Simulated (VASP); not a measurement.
Input of a VASP 6.6.1 run:

INCAR

```
PREC = Accurate
ENCUT = 600
EDIFF = 1E-6
ISMEAR = 0
SIGMA = 0.1
LREAL = F
LASPH = T
NELM = 100
ALGO = Normal
ISIF = 3
LWAVE = F
LCHARG = F
GGA = PE
IBRION = 2
NSW = 100
EDIFFG = -0.01
```

The input KPOINTS:

```
regular mesh
0
Gamma
  18 18 4
```

File POSCAR:

```
Si2N
1.0
    2.7110702398      0.0000000000      0.0000000000
   -1.3555351199      2.3478556991      0.0000000000
    0.0000000000      0.0000000000     11.0588477319
Si N
4 2
Direct
    0.0000000000      0.0000000000      0.7501490780
    0.0000000000      0.0000000000      0.2498509220
    0.0000000000      0.0000000000      0.0000000000
    0.0000000000      0.0000000000      0.5000000000
    0.3333333333      0.6666666667      0.9068670132
    0.6666666667      0.3333333333      0.0931329868
```

Potentials or basis: VASP PAW PBE potentials, release 64 (Si, N).

Command:

```console
$ cat potpaw_PBE.64/Si/POTCAR potpaw_PBE.64/N/POTCAR > POTCAR
$ mpirun -np 1 vasp_std > vasp.out
```

(1) Predict the band gap on the k mesh.

(2) Predict the relaxed volume.

(3) Predict the space group after relaxing (to 0.1 Å).

(4) What does it give for the relaxed cell?

Answers

(1) zero (bands 13 and 14 overlap by 5.45 eV).

(2) 11.49 Å³/atom.

(3) P-3m1 (No. 164).

(4) a = 2.719 Å, b = 2.719 Å, c = 10.767 Å, α = 90.00°, β = 90.00°, γ = 120.00°.

Caveat: the cell differs from its parent crystal (atoms taken out).
